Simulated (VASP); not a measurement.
# Ba: single point with PBE

Ba:

```
CELL_PARAMETERS angstrom
-2.50000 2.50000 2.53750
2.50000 -2.50000 2.53750
2.50000 2.50000 -2.53750
ATOMIC_POSITIONS crystal
Ba 0.00000 0.00000 0.00000
```

This cell differs from its parent crystal: strain +0.000 along x and y, +0.015 along z.

```
Program             : VASP 6.6.1
Task                : single point
Functional          : PBE
Potentials or basis : VASP PAW PBE potentials, release 64 (Ba_sv)
Cutoff              : 520 eV
k mesh              : 14 × 14 × 14
Occupations         : gaussian, width 0.15 eV
Spin                : no spin polarisation
```

```json
{
  "Pressure": "0.0 GPa",
  "Band gap on the k mesh": "zero (bands 5 and 6 overlap by 0.95 eV)"
}
```

Levels at points of the mesh, in eV from the Fermi level:
```csv
k point,band 1,band 2,band 3,band 4,band 5,band 6,band 7,band 8,band 9,band 10
"(0.00, 0.00, 0.00)",-28.89,-13.85,-13.85,-13.85,-2.74,1.80,1.80,1.89,3.15,3.28
"(0.50, 0.00, 0.00)",-28.85,-14.30,-13.99,-13.85,-0.89,0.73,1.22,3.14,3.75,5.18
"(0.50, 0.50, 0.00)",-28.85,-14.29,-13.99,-13.85,-0.88,0.64,1.26,3.26,3.80,5.20
"(0.50, 0.50, 0.50)",-28.82,-14.17,-14.15,-14.15,-0.54,-0.52,4.22,4.38,4.38,4.68
```

Run time: 49 s on 1 thread of Intel(R) Xeon(R) 6975P-C (Granite Rapids), on a shared host, peak memory 0.3 GiB.

Caveat: the cell differs from its parent crystal (strain +0.000 along x and y, +0.015 along z); spin-orbit coupling is left out, which moves the levels of the heavy elements.
